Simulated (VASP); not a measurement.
## BN: single point with PBE

BN:

```
B N
1.0
     0.00000    1.78581    1.84020
     1.78581    0.00000    1.84020
     1.78581    1.78581    0.00000
B N
1 1
Cartesian
  0.0000 0.0000 0.0000
  2.6787 2.6787 2.7603
```

This cell differs from its parent crystal: strain -0.015 along x and y, +0.015 along z.

```yaml
Program: VASP 6.6.1
Task: single point
Functional: PBE
Potentials_or_basis: VASP PAW PBE potentials, release 64 (B, N)
Cutoff: 520 eV
k_mesh: 12 × 12 × 12
Occupations: gaussian, width 0.05 eV
Spin: no spin polarisation
```

```
Pressure               : 5.7 GPa
Band gap on the k mesh : 4.19 eV, indirect (least direct gap 8.68 eV)
```

Stress tensor (GPa, compression positive):
```
12.17  0.00  0.00
 0.00 12.17  0.00
 0.00  0.00 -7.19
```

Levels at points of the mesh, in eV from the valence-band top:
```csv
k point,band 2,band 3,band 4,band 5,band 6,band 7
"(0.00, 0.00, 0.00)",-0.31,0.00,0.00,8.68,8.68,8.90
"(0.50, 0.00, 0.00)",-10.85,-2.29,-1.82,9.73,10.80,10.86
"(0.50, 0.50, 0.00)",-9.35,-4.76,-4.76,4.72,9.63,17.85
"(0.50, 0.00, 0.50)",-8.91,-5.17,-5.16,4.19,8.93,17.66
```

It took 12 s on 1 thread of Intel(R) Xeon(R) 6975P-C (Granite Rapids), with other jobs on the host, peak memory 0.13 GiB.

Caveat: the cell differs from its parent crystal (strain -0.015 along x and y, +0.015 along z). A k mesh can miss the band edges.
